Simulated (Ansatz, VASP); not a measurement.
**NbC: VASP beside Ansatz**

The input INCAR:

```
PREC = Accurate
ENCUT = 600
EDIFF = 1E-6
ISMEAR = 0
SIGMA = 0.1
LREAL = False
LASPH = True
NELM = 120
ALGO = Normal
ISIF = 2
LWAVE = False
LCHARG = True
LELF = True
LVHAR = True
NBANDS = 16
GGA_COMPAT = False
```

File KPOINTS:

```
regular mesh
0
Gamma
  8 8 8
```

POSCAR

```
NbC
1.0
    0.0000000000      2.2540454600      2.2540454600
    2.2540454600      0.0000000000      2.2540454600
    2.2540454600      2.2540454600      0.0000000000
Nb C
1 1
Direct
    0.0000000000      0.0000000000      0.0000000000
    0.5000000000      0.5000000000      0.5000000000
```

Input for Ansatz:

```yaml
crystal:
  lattice:
    - [0.0, 2.25404546, 2.25404546]
    - [2.25404546, 0.0, 2.25404546]
    - [2.25404546, 2.25404546, 0.0]
  atoms:
    - { symbol: Nb, position: [0.0, 0.0, 0.0] }
    - { symbol: C, position: [0.5, 0.5, 0.5] }
basis:
  ecutwfc: 420
kpoints:
  mp_grid: { grid: [8, 8, 8] }
hamiltonian:
  xc: lda
  pseudopotentials: { kind: paw, azcp: { folder: soft_1 } }
scf:
  occupations: { method: gaussian, width: 0.1 }
output:
  forces: true
  stress: true
  eigenvalues: true
```

Alike in both runs: task single point; functional LDA; k mesh 8 × 8 × 8; occupations gaussian, width 0.1 eV; no spin polarisation.

|  | VASP | Ansatz |
| --- | --- | --- |
| version | VASP 6.6.1 | Ansatz 0.2.0 |
| potentials or method | VASP PAW LDA potentials, release 64 (Nb_sv, C), cutoff 600 eV | scalar-relativistic, plane waves, PAW |
| valence electrons in the cell | 17 | 17 |

```tsv
	VASP	Ansatz	Ansatz less VASP
gap on the k mesh at the Fermi level (eV)	none	none	-
pressure (GPa)	-16.3	-16.2	+0.12
```

Ansatz warns that its potentials were made for another functional, while VASP's fit it. LDA's correlation is that of Perdew and Zunger in VASP and of Perdew and Wang (1992) in Ansatz. A gap of «none» marks a metal or a gap that the smearing closes.
